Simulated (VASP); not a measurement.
The system is AgO.

```
CELL_PARAMETERS angstrom
0.00000 -2.40800 -2.40800
2.40800 0.00000 -2.40800
2.40800 -2.40800 0.00000
ATOMIC_POSITIONS crystal
Ag 0.00000 0.00000 0.00000
O 0.75000 0.75000 0.75000
```

```yaml
Program: VASP 6.6.1
Task: relaxation of cell and atoms
Functional: PBEsol
Potentials_or_basis: VASP PAW PBE potentials, release 64 (Ag, O)
Cutoff: 600 eV
k_mesh: 8 × 8 × 8
Occupations: gaussian, width 0.1 eV
Spin: no spin polarisation
```

At the start: pressure 10.6 GPa; volume 13.96 Å³/atom.

Problem. How do energy, volume and symmetry change on relaxing?

Solution. Over 3 steps the energy falls by 35.4 meV/atom and the volume is 15.12 Å³/atom (+8.3 %); space group F-43m (No. 216, to 0.05 Å).

Step by step:
```
step  energy change (eV)  largest force (eV/Å)  pressure (GPa)  volume (Å³)
   1              0.0000                0.0000           10.60        27.93
   2             -0.0454                0.0000           -4.86        31.83
   3             -0.0707                0.0000           -0.01        30.25
```

Final structure:
```
Ag O
1.0
     0.00000   -2.47292   -2.47292
     2.47292    0.00000   -2.47292
     2.47292   -2.47292    0.00000
Ag O
1 1
Direct
  0.00000 0.00000 0.00000
  0.75000 0.75000 0.75000
```

Caveat: the PAW data sets were made with another functional, which shifts forces and pressure a little; an odd number of electrons without spin polarisation forces a metal; a magnetic or distorted state may lie lower.
